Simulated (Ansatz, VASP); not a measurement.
# BaBCl3: VASP beside Ansatz

```
Ba B Cl
1.0
     6.27291    0.00000    0.00000
    -3.13646    5.43250    0.00000
     0.00000    0.00000    6.51313
Ba B Cl
1 1 3
Direct
  0.00000 0.00000 0.50000
  0.00000 0.00000 0.00000
  0.50000 0.00000 0.50000
  0.00000 0.50000 0.50000
  0.50000 0.50000 0.50000
```

Alike in both runs: functional PBE; k mesh 6 × 6 × 4; occupations gaussian, width 0.1 eV; no spin polarisation.

Ansatz relaxed the structure, and its values are those at the end. VASP's run is a single point on that final structure, the one shown.

```csv
,VASP,Ansatz
version,VASP 6.6.1,Ansatz 0.2.0
potentials or method,"VASP PAW PBE potentials, release 64 (Ba_sv, B, Cl), cutoff 520 eV","scalar-relativistic, plane waves, PAW"
valence electrons in the cell,34,34
```

|  | VASP | Ansatz | Ansatz less VASP |
| --- | --- | --- | --- |
| gap on the k mesh at the Fermi level (eV) | none | none | - |
| pressure (GPa) | 0.2 | 0.0 | -0.23 |

A gap of «none» marks a metal or a gap that the smearing closes. With one functional, cell and mesh, what is left measures potentials, basis and numerics.

Spin-orbit coupling is off throughout.
